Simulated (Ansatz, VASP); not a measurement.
# Two plane-wave programs on Co

```
Co
1.0
     4.14431    0.00000    0.00000
    -2.07216    3.58908    0.00000
     0.00000    0.00000    2.54064
Co
3
Direct
  0.00000 0.00000 0.00000
  0.33333 0.66667 0.50000
  0.66667 0.33333 0.50000
```

Alike in both runs: task relaxation of cell and atoms; functional PBEsol; k mesh 6 × 6 × 6; occupations gaussian, width 0.1 eV; collinear spin.

|  | VASP | Ansatz |
| --- | --- | --- |
| version | VASP 6.6.1 | Ansatz 0.2.0 |
| potentials or method | VASP PAW PBE potentials, release 64 (Co), cutoff 600 eV | scalar-relativistic, plane waves, PAW |
| valence electrons in the cell | 27 | 51 |

|  | VASP | Ansatz | Ansatz less VASP |
| --- | --- | --- | --- |
| gap on the k mesh at the Fermi level, each at its own relaxed structure (eV) | none | none | - |
| net moment per atom (μB) | 1.64 | 1.66 | +0.015 |
| size of the moment on the site where the two differ most (μB) | 1.60 | 1.67 | +0.066 |
| relaxed volume (Å³/atom) | 10.54 | 10.58 | +0.037 |
| relaxed cell length with the largest relative difference (Å) | 3.901 | 3.907 | +0.0055 |

VASP's potentials were made for PBE, not for PBEsol. Site moments also hang on the region over which each program counts them. A gap of «none» marks a metal or a gap that the smearing closes. VASP's potentials hold 27 valence electrons a cell and Ansatz's 51, so a difference there can come from the potentials and not from the codes.

The k mesh is coarse, so the values compare programs but aren't converged. Noted on VASP's run: the volume moved by over 15 % at a fixed basis, so the end points are rough.
